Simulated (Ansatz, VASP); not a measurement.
Two plane-wave programs on Sc

File INCAR:

```
SYSTEM = Sc
  PREC = Accurate
  ENCUT = 520
  EDIFF = 1E-6
  ISMEAR = 0
  SIGMA = 0.15
  LREAL = .FALSE.
  LASPH = .TRUE.
  NELM = 60
  ALGO = Fast
  ISIF = 2
  LWAVE = .FALSE.
  LCHARG = .FALSE.
  GGA = PE
  NBANDS = 18
```

File KPOINTS:

```
Automatic mesh
0
G
  18 18 10
  0 0 0
```

Contents of POSCAR:

```
Sc
1.0
    3.4411498132      0.0000000000      0.0000000000
   -1.7205749066      2.7508829136      0.0000000000
    0.0000000000      0.0000000000      5.2680000000
Sc
2
Direct
    0.3333333333      0.6666666667      0.2500000000
    0.6666666667      0.3333333333      0.7500000000
```

Input for Ansatz:

```yaml
crystal:
  lattice:
    - [3.4411498132, 0.0, 0.0]
    - [-1.7205749066, 2.7508829136, 0.0]
    - [0.0, 0.0, 5.268]
  atoms:
    - { symbol: Sc, position: [0.3333333333, 0.6666666667, 0.25] }
    - { symbol: Sc, position: [0.6666666667, 0.3333333333, 0.75] }
basis:
  ecutwfc: 420
kpoints:
  mp_grid: { grid: [18, 18, 10] }
hamiltonian:
  xc: pbe
scf:
  occupations: { method: gaussian, width: 0.15 }
output:
  forces: true
  stress: true
  eigenvalues: true
```

Change from the starting cell: strain +0.0400 x Voigt [1, -1, 0, 0, 0, 0], atoms carried along.

Alike in both runs: task single point; functional PBE; k mesh 18 × 18 × 10; occupations gaussian, width 0.15 eV; no spin polarisation.

|  | VASP | Ansatz |
| --- | --- | --- |
| version | VASP 6.6.1 | Ansatz 0.2.0 |
| potentials or method | VASP PAW PBE potentials, release 64 (Sc_sv), cutoff 520 eV | scalar-relativistic, plane waves, PAW |
| valence electrons in the cell | 22 | 22 |

Ansatz gave:

- gap on the k mesh at the Fermi level (eV): none
- pressure (GPa): -0.4
- traceless stress, the component that is largest in VASP (GPa): 3.23
- rms of the force components (eV/Å): 0.071

**Question.** Which values does VASP return?

**Answer.** gap on the k mesh at the Fermi level (eV): none; pressure (GPa): -0.4; traceless stress, the component that is largest in VASP (GPa): 3.22; rms of the force components (eV/Å): 0.071.

Atom by atom the forces differ by 0.000 eV/Å (rms over components). A gap of «none» marks a metal or a gap that the smearing closes. With one functional, cell and mesh, what is left measures potentials, basis and numerics.
